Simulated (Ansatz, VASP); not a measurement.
One calculation of HfVO4, two programs

```
Hf V O
1.0
     3.33253   -3.28964    0.00000
     3.33253    3.28964    0.00000
     0.00000    0.00000    3.12879
Hf V O
1 1 4
Direct
  0.00000 0.00000 0.00000
  0.50000 0.50000 0.50000
  0.31542 0.31542 0.00000
  0.68458 0.68458 0.00000
  0.20830 0.79170 0.50000
  0.79170 0.20830 0.50000
```

Change from the starting cell: species swapped into the FeSbO4 type (Cmmm, No. 65).

Alike in both runs: functional PBE; k mesh 4 × 4 × 6; occupations gaussian, width 0.1 eV; collinear spin.

Ansatz relaxed the structure, and its values are those at the end. VASP's run is a single point on that final structure, the one shown.

|  | VASP | Ansatz |
| --- | --- | --- |
| version | VASP 6.6.1 | Ansatz 0.2.0 |
| potentials or method | VASP PAW PBE potentials, release 64 (Hf_pv, V_sv, O), cutoff 520 eV | scalar-relativistic, plane waves, PAW |
| valence electrons in the cell | 47 | 63 |

VASP gave:

- gap on the k mesh at the Fermi level (eV): none
- pressure (GPa): -1.1
- rms of the force components (eV/Å): 0.099
- net moment per atom (μB): 0.17
- size of the moment on the site where the two differ most (μB): 1.02

Task: Which values does Ansatz return?

Result: gap on the k mesh at the Fermi level (eV): none; pressure (GPa): 0.0; rms of the force components (eV/Å): 0.006; net moment per atom (μB): 0.17; size of the moment on the site where the two differ most (μB): 0.82.

Site moments also hang on the region over which each program counts them. A gap of «none» marks a metal or a gap that the smearing closes. VASP's potentials hold 47 valence electrons a cell and Ansatz's 63, so a difference there can come from the potentials and not from the codes.

Neither program's run includes spin-orbit coupling.
